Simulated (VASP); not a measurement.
# SiNi2 (P6_3/mmc) in VASP: a series of runs

SiNi2 is run at these levels: PBE; tasks: single point, relaxation of shape and atoms at fixed volume.

All numbers are computed with VASP 6.6.1; they aren't measurements. Logs are shortened: lines on timing, memory, paths and dates and some standing lists are left out, and cuts for length are marked.

### 1 The cell of the first run

The structure is hexagonal, space group P6_3/mmc (No. 194). Conventional cell: a = 3.990 Å, b = 3.990 Å, c = 4.932 Å, α = 90.00°, β = 90.00°, γ = 120.00°. Within 3.0 Å of Si (site symmetry -6m2) lie 11 Ni at 2.30 to 2.61 Å. Within 3.3 Å of Ni (site symmetry -3m) lie 8 Ni at 2.47 to 2.61 Å and 6 Si at 2.61 Å. Within 3.0 Å of Ni (site symmetry -6m2) lie 5 Si at 2.30 to 2.47 Å and 6 Ni at 2.61 Å.

### 2 Single point, PBE (biaxial strain in the a-b plane: +2.0 %)

Input file INCAR:

```
PREC     = Accurate       # precision mode
ENCUT    = 520            # plane-wave cutoff, eV
EDIFF    = 1E-7           # SCF threshold, eV
ISMEAR   = 0              # smearing method
SIGMA    = 0.1            # smearing width, eV
LREAL    = False          # projectors in reciprocal space
LASPH    = True           # aspherical terms in the spheres
NELM     = 100            # most SCF steps
ALGO     = Fast           # electronic algorithm
ISIF     = 2              # what is computed and relaxed
LWAVE    = False          # write WAVECAR
LCHARG   = False          # write CHGCAR
GGA      = PE             # functional
NBANDS   = 33             # bands
```

Input file KPOINTS:

```
Automatic mesh
0
Gamma
  12 12 8
```

Input file POSCAR:

```
SiNi2
1.0
    3.9901648282      0.0000000000      0.0000000000
   -1.9950824141      3.4555841065      0.0000000000
    0.0000000000      0.0000000000      4.9315547944
Si Ni
2 4
Direct
    0.3333333333      0.6666666667      0.7500000000
    0.6666666667      0.3333333333      0.2500000000
    0.0000000000      0.0000000000      0.0000000000
    0.0000000000      0.0000000000      0.5000000000
    0.3333333333      0.6666666667      0.2500000000
    0.6666666667      0.3333333333      0.7500000000
```

Potentials or basis: VASP PAW PBE potentials, release 64 (Si, Ni).

The run is started by

```console
$ cat potpaw_PBE.64/Si/POTCAR potpaw_PBE.64/Ni/POTCAR > POTCAR
$ mpirun -np 1 vasp_std > vasp.out
```

OUTCAR:

```text
PREC = Accurate
   ENCUT = 520
   EDIFF = 1E-7
   ISMEAR = 0
   LREAL = False
   LASPH = True
   NELM = 100
   ISIF = 2
   GGA = PE

 ion  position               nearest neighbor table
   1  0.333  0.667  0.750-   6 2.30   6 2.30   6 2.30   5 2.47   5 2.47   3 2.61   4 2.61   4 2.61
                             3 2.61   4 2.61   3 2.61
   2  0.667  0.333  0.250-   5 2.30   5 2.30   5 2.30   6 2.47   6 2.47   3 2.61   4 2.61   3 2.61
                             4 2.61   3 2.61   4 2.61
   3  0.000  0.000  0.000-   4 2.47   4 2.47   1 2.61   5 2.61   6 2.61   2 2.61   1 2.61   5 2.61
                             2 2.61   6 2.61   2 2.61   6 2.61   1 2.61   5 2.61
   4  0.000  0.000  0.500-   3 2.47   3 2.47   1 2.61   5 2.61   6 2.61   2 2.61   1 2.61   5 2.61
                             2 2.61   6 2.61   2 2.61   6 2.61   1 2.61   5 2.61
   5  0.333  0.667  0.250-   2 2.30   2 2.30   2 2.30   1 2.47   1 2.47   3 2.61   4 2.61   4 2.61
                             3 2.61   4 2.61   3 2.61
   6  0.667  0.333  0.750-   1 2.30   1 2.30   1 2.30   2 2.47   2 2.47   3 2.61   4 2.61   3 2.61
                             4 2.61   3 2.61   4 2.61

  LATTYP: Found a hexagonal cell.
 ALAT       =     3.9901648282
 C/A-ratio  =     1.2359275886

  Lattice vectors:

 A1 = (   3.9901648282,   0.0000000000,   0.0000000000)
 A2 = (  -1.9950824141,   3.4555841065,   0.0000000000)
 A3 = (   0.0000000000,   0.0000000000,   4.9315547944)

Analysis of symmetry for initial positions (statically):
=====================================================================
 Subroutine PRICEL returns:
 Original cell was already a primitive cell.

 Routine SETGRP: Setting up the symmetry group for a
 hexagonal supercell.

 Subroutine GETGRP returns: Found 24 space group operations
 (whereof 12 operations were pure point group operations)
 out of a pool of 24 trial point group operations.

The static configuration has the point symmetry D_3d.
 The point group associated with its full space group is D_6h.

Analysis of symmetry for dynamics (positions and initial velocities):
=====================================================================
 Subroutine PRICEL returns:
 Original cell was already a primitive cell.

 Routine SETGRP: Setting up the symmetry group for a
 hexagonal supercell.

 Subroutine GETGRP returns: Found 24 space group operations
 (whereof 12 operations were pure point group operations)
 out of a pool of 24 trial point group operations.

The dynamic configuration has the point symmetry D_3d.
 The point group associated with its full space group is D_6h.

 Subroutine INISYM returns: Found 24 space group operations
 (whereof 12 operations are pure point group operations),
 and found     1 'primitive' translations

----------------------------------------------------------------------------------------

                                     Primitive cell

  volume of cell :      67.9980

  direct lattice vectors                    reciprocal lattice vectors
     3.990164828  0.000000000  0.000000000     0.250616213  0.144693338  0.000000000
    -1.995082414  3.455584106  0.000000000     0.000000000  0.289386677  0.000000000
     0.000000000  0.000000000  4.931554794     0.000000000  0.000000000  0.202775806

  length of vectors
     3.990164828  3.990164828  4.931554794     0.289386677  0.289386677  0.202775806

  position of ions in fractional coordinates (direct lattice)
     0.333333333  0.666666667  0.750000000
     0.666666667  0.333333333  0.250000000
     0.000000000  0.000000000  0.000000000
     0.000000000  0.000000000  0.500000000
     0.333333333  0.666666667  0.250000000
     0.666666667  0.333333333  0.750000000

  ion indices of the primitive-cell ions
   primitive index   ion index
                 1           1
                 2           2
                 3           3
                 4           4
                 5           5
                 6           6

----------------------------------------------------------------------------------------

 KPOINTS: Automatic mesh

Automatic generation of k-mesh.
 Grid dimensions read from file:
 generate k-points for:   12   12    8

 Generating k-lattice:

  Cartesian coordinates                     Fractional coordinates (reciprocal lattice)
     0.020884684  0.012057778  0.000000000     0.083333333 -0.000000000  0.000000000
     0.000000000  0.024115556  0.000000000     0.000000000  0.083333333  0.000000000
     0.000000000  0.000000000  0.025346976     0.000000000  0.000000000  0.125000000

  Length of vectors
     0.024115556  0.024115556  0.025346976

  Shift w.r.t. Gamma in fractional coordinates (k-lattice)
     0.000000000  0.000000000  0.000000000

 Subroutine IBZKPT returns following result:
 ===========================================

 Found     95 irreducible k-points:

 Following reciprocal coordinates:
            Coordinates               Weight
  0.000000  0.000000  0.000000      1.000000
  0.083333  0.000000  0.000000      6.000000
  0.166667  0.000000  0.000000      6.000000
  0.250000  0.000000  0.000000      6.000000
  0.333333  0.000000  0.000000      6.000000
  0.416667  0.000000  0.000000      6.000000
[... 16 lines left out ...]
  0.250000  0.000000  0.125000     12.000000
  0.333333  0.000000  0.125000     12.000000
 [... further k-points ...]
   k-points           NKPTS =     95   k-points in BZ     NKDIM =     95   number of bands    NBANDS=     33
   number of dos      NEDOS =    301   number of ions     NIONS =      6
   total plane-waves  NPLWV =  36000
   dimension x,y,z NGX =    30 NGY =   30 NGZ =   40
   dimension x,y,z NGXF=    60 NGYF=   60 NGZF=   80
   ions per type =               2   4
   NGX,Y,Z   is equivalent  to a cutoff of  12.50, 12.50, 13.48 a.u.
   NGXF,Y,Z  is equivalent  to a cutoff of  25.00, 25.00, 26.97 a.u.
 SYSTEM =  unknown system
   PREC   = accura    normal or accurate (medium, high low for compatibility)
   ISTART =      0    job   : 0-new  1-cont  2-samecut
   ICHARG =      2    charge: 1-file 2-atom 10-const
   ISPIN  =      1    spin polarized calculation?
   LNONCOLLINEAR =      F non collinear calculations
   LSORBIT =      F    spin-orbit coupling
   LASPH  =      T    aspherical Exc in radial PAW
   ENCUT  =  520.0 eV  38.22 Ry    6.18 a.u.   7.42  7.42  9.17*2*pi/ulx,y,z
   NELM   =    100;   NELMIN=  2; NELMDL= -5     # of ELM steps
   EDIFF  = 0.1E-06   stopping-criterion for ELM
   LREAL  =      F    real-space projection
   EDIFFG = 0.1E-05   stopping-criterion for IOM
   NSW    =      0    number of steps for IOM
   IBRION =     -1    ionic relax: 0-MD 1-quasi-New 2-CG
   NFREE  =      0    steps in history (QN), initial steepest desc. (CG)
   ISIF   =      2    stress and relaxation
   ISYM   =      2    0-nonsym 1-usesym 2-fastsym
   POTIM  = 0.5000    time-step for ionic-motion
   TEBEG  =    0.0;   TEEND  =   0.0 temperature during run
   PSTRESS=    0.0 pullay stress
   NELECT =      48.0000    total number of electrons
   NUPDOWN=      -1.0000    fix difference up-down
   EMIN   =  10.00;   EMAX   =-10.00  energy-range for DOS
   EFERMI =   0.00;   METHOD = LEGACY
   ISMEAR =     0;   SIGMA  =   0.10  broadening in eV -4-tet -1-fermi 0-gaus
   EFERMI_NEDOS =   21; number of points for ismear=-14 and -15
   IALGO  =     68    algorithm
   IMIX   =      4    mixing-type and parameters
     AMIX     =   0.40;   BMIX     =  1.00
     AMIX_MAG =   1.60;   BMIX_MAG =  1.00
  volume/ion in A,a.u.               =      11.33        76.48
  Fermi-wavevector in a.u.,A,eV,Ry     =   1.457661  2.754580 28.909325  2.124775
  Thomas-Fermi vector in A             =   2.574436
   LORBIT       =      0    0 simple, 1 ext, 2 COOP (PROOUT), +10 PAW based schemes
   GGA     = PE    functional components
   LHFCALC =     F    Hartree Fock is set to
   AEXX    =    0.0000 exact exchange contribution
   IVDW    =     0    specifies the selected vdW correction
   LEPSILON=     F    determine dielectric tensor
   LRPA    =     F    only Hartree local field effects (RPA)
 non-spin polarized calculation
 RMM-DIIS sequential band-by-band and
 Gauss-broadening in eV      SIGMA  =   0.10
  energy-cutoff  :      520.00
  volume of cell :       68.00
 maximum number of plane-waves:      1852
 NGX is ok and might be reduce to    30
   NGX = 15   NGY = 15   NGZ = 19

 number of electron      48.0000006 magnetization

 Free energy of the ion-electron system (eV)
  ---------------------------------------------------
  ext. energy  EPLUGINS =         0.00000000
  ---------------------------------------------------
  free energy    TOTEN  =       -35.69979703 eV

  energy without entropy =      -35.68120365  energy(sigma->0) =      -35.69050034

 E-fermi :  10.5667     XC(G=0): -12.7432

 val. band max:       10.5566554250   @ k =   0.3333   0.0000   0.2500
 cond. band min:      10.5730396049   @ k =   0.2500   0.1667   0.3750
 fundamental gap:      0.0163841799
 Fermi energy:        10.5667117770

 k-point     1 :       0.0000    0.0000    0.0000
  band No.  band energies     occupation
      1      -1.7073      2.00000
      2       2.6895      2.00000
      3       4.4966      2.00000
      4       5.7670      2.00000
      5       5.7670      2.00000
      6       6.8802      2.00000
[... 25 lines left out ...]
     32      15.5226      0.00000
     33      18.7831      0.00000

 k-point     2 :       0.0833    0.0000    0.0000
  band No.  band energies     occupation
      1      -1.6230      2.00000
      2       2.6965      2.00000
      3       4.5565      2.00000
      4       5.7500      2.00000
      5       5.8085      2.00000
      6       6.5601      2.00000
[... 25 lines left out ...]
     32      16.0547      0.00000
     33      18.3149      0.00000
[... 754 lines left out ...]
     32      16.9117      0.00000
     33      18.0227      0.00000

 k-point    24 :       0.3333    0.0000    0.1250
  band No.  band energies     occupation
      1      -0.3306      2.00000
      2       2.3273      2.00000
      3       4.3345      2.00000
      4       5.2917      2.00000
      5       6.3631      2.00000
      6       6.3881      2.00000
[... 25 lines left out ...]
     32      17.5875      0.00000
     33      18.3840      0.00000

 [... further k-points ...]

------------------------ aborting loop because EDIFF is reached ----------------------------------------

  FORCE on cell =-STRESS in cart. coord.  units (eV):
  Direction    XX          YY          ZZ          XY          YZ          ZX
  --------------------------------------------------------------------------------------
  -------------------------------------------------------------------------------------
  Total       -3.5678513     -3.5678513     -0.0871554      0.0000000      0.0000000      0.0000000
  in kB      -84.0661512    -84.0661512     -2.0535668      0.0000000      0.0000000      0.0000000
  external PRESSURE =     -56.7286231 kB  Pullay stress =       0.0000000 kB

 VOLUME and BASIS-vectors are now :
 -----------------------------------------------------------------------------
  energy-cutoff  :      520.00
  volume of cell :       68.00
      direct lattice vectors                 reciprocal lattice vectors
     3.990164828  0.000000000  0.000000000     0.250616213  0.144693338  0.000000000
    -1.995082414  3.455584106  0.000000000     0.000000000  0.289386677  0.000000000
     0.000000000  0.000000000  4.931554794     0.000000000  0.000000000  0.202775806

 POSITION                                       TOTAL-FORCE (eV/Angst)
 -----------------------------------------------------------------------------------
     -0.00000      2.30372      3.69867         0.000000     -0.000000      0.000000
      1.99508      1.15186      1.23289         0.000000      0.000000      0.000000
      0.00000      0.00000      0.00000        -0.000000      0.000000      0.000000
      0.00000      0.00000      2.46578        -0.000000      0.000000      0.000000
     -0.00000      2.30372      1.23289        -0.000000      0.000000      0.000000
      1.99508      1.15186      3.69867        -0.000000     -0.000000      0.000000
 -----------------------------------------------------------------------------------
    total drift:                                0.000000     -0.000000      0.000000

  FREE ENERGIE OF THE ION-ELECTRON SYSTEM (eV)
  ---------------------------------------------------
  free  energy   TOTEN  =       -35.6997970273 eV

  energy  without entropy=      -35.6812036476  energy(sigma->0) =      -35.69050034
```

Wall time 2.2 min (1 thread of Intel Xeon Platinum 8559C (Emerald Rapids), shared host); peak memory 0.29 GiB.

Results:

| Item | Value |
| --- | --- |
| Free energy | -35.6998 eV |
| Pressure | -5.7 GPa |
| Band gap on the k mesh | zero (band 24 reaches 12.90 eV, above the bottom of band 25 at 10.03 eV) |

Levels at points of the mesh, in eV from the Fermi level:
```
           k point  band 22  band 23  band 24  band 25  band 26  band 27
(0.00, 0.00, 0.00)    -0.61     0.20     2.25     2.51     2.51     2.54
(0.50, 0.00, 0.00)    -1.15    -0.96    -0.65    -0.49     1.03     1.70
(0.00, 0.00, 0.50)    -1.18     1.86     1.86     3.04     3.04     3.04
(0.50, 0.00, 0.50)    -1.19    -0.84    -0.84     0.89     0.89     2.55
```

Caveat: the cell differs from its parent crystal (biaxial strain in the a-b plane: +2.0 %).

### 3 Single point, PBE (biaxial strain in the a-b plane: +6.0 %)

Input file INCAR:

```
  ALGO = Fast
  EDIFF = 1E-6
  ENCUT = 520
  GGA = PE
  ISIF = 2
  ISMEAR = 0
  LASPH = T
  LCHARG = T
  LELF = T
  LREAL = F
  LVHAR = T
  LWAVE = F
  NBANDS = 33
  NELM = 80
  PREC = Accurate
  SIGMA = 0.1
```

Input file KPOINTS:

```
k-points
0
Gamma
  12 12 8
```

POSCAR, as its differences from that of step 2:

```diff
@@ -2,5 +2,5 @@
 1.0
-    3.9901648282      0.0000000000      0.0000000000
-   -1.9950824141      3.4555841065      0.0000000000
-    0.0000000000      0.0000000000      4.9315547944
+    4.1466418803      0.0000000000      0.0000000000
+   -2.0733209401      3.5910972087      0.0000000000
+    0.0000000000      0.0000000000      4.8117599411
 Si Ni
```

Potentials or basis: VASP PAW PBE potentials, release 64 (Si, Ni).

The run is started by

```console
$ cat potpaw_PBE.64/Si/POTCAR potpaw_PBE.64/Ni/POTCAR > POTCAR
$ mpirun -np 1 vasp_std > vasp.out
```

Wall time 1.9 min (1 thread of Intel Xeon Platinum 8559C (Emerald Rapids), shared host); peak memory 0.31 GiB.

It converged, with:

```yaml
Free_energy: -35.1875 eV
Pressure: -13.1 GPa
Band_gap_on_the_k_mesh: zero (band 24 reaches 11.62 eV, above the bottom of band 25 at 9.39 eV)
```

Stress tensor (GPa, compression positive):
```
-20.67   0.00   0.00
  0.00 -20.67   0.00
  0.00   0.00   2.15
```

Levels at points of the mesh, in eV from the Fermi level:
```
           k point  band 20  band 21  band 22  band 23  band 24  band 25  band 26  band 27  band 28  band 29
(0.00, 0.00, 0.00)    -0.93    -0.57    -0.57     0.39     1.62     2.12     2.12     2.13     2.13     2.66
(0.50, 0.00, 0.00)    -1.09    -1.07    -0.92    -0.84    -0.57    -0.37     0.98     1.53     2.26     3.44
(0.00, 0.00, 0.50)    -1.09    -1.09    -1.09     1.35     1.35     2.73     2.73     2.73     2.73     3.85
(0.50, 0.00, 0.50)    -1.41    -1.11    -1.11    -0.74    -0.74     0.84     0.84     2.08     2.08     6.20
```

Caveat: the cell differs from its parent crystal (biaxial strain in the a-b plane: +6.0 %). Spin polarisation is off, so any magnetic state and its effect on volume and gap are missing.

### 4 Single point, PBE (biaxial strain in the a-b plane: +6.0 %, then relaxed in part)

Input file INCAR:

```
PREC = Accurate
ENCUT = 520
EDIFF = 1E-6
ISMEAR = 0
SIGMA = 0.1
LREAL = False
LASPH = True
NELM = 60
ALGO = Fast
ISIF = 2
LWAVE = False
LCHARG = False
GGA = PE
NBANDS = 33
```

Input file KPOINTS:

```
Automatic mesh
0
Gamma
  12 12 8
```

POSCAR, as its differences from that of step 3:

```diff
@@ -4,3 +4,3 @@
    -2.0733209401      3.5910972087      0.0000000000
-    0.0000000000      0.0000000000      4.8117599411
+    0.0000000000      0.0000000000      4.8387805701
 Si Ni
```

The run is started by

```console
$ cat potpaw_PBE.64/Si/POTCAR potpaw_PBE.64/Ni/POTCAR > POTCAR
$ mpirun -np 1 vasp_std > vasp.out
```

Run time: 100 s. Hardware: 1 thread of Intel Xeon Platinum 8559C (Emerald Rapids), shared host; peak memory 0.3 GiB.

It converged, with:

```
Free energy            : -35.1901 eV
Pressure               : -13.9 GPa
Band gap on the k mesh : zero (band 24 reaches 11.55 eV, above the bottom of band 25 at 9.31 eV)
```

Stress tensor (GPa, compression positive):
```
-20.96   0.00   0.00
  0.00 -20.96   0.00
  0.00   0.00   0.10
```

Levels at points of the mesh, in eV from the Fermi level:
```csv
k point,band 20,band 21,band 22,band 23,band 24,band 25,band 26,band 27,band 28,band 29
"(0.00, 0.00, 0.00)",-0.93,-0.56,-0.56,0.37,1.63,2.14,2.14,2.14,2.14,2.67
"(0.50, 0.00, 0.00)",-1.09,-1.06,-0.91,-0.86,-0.57,-0.37,0.95,1.53,2.26,3.41
"(0.00, 0.00, 0.50)",-1.08,-1.08,-1.08,1.36,1.36,2.73,2.73,2.73,2.73,3.86
"(0.50, 0.00, 0.50)",-1.40,-1.10,-1.10,-0.74,-0.74,0.83,0.83,2.09,2.09,6.12
```

Caveat: the cell differs from its parent crystal (biaxial strain in the a-b plane: +6.0 %, then relaxed in part).

(Continued in part 2 of 3.)
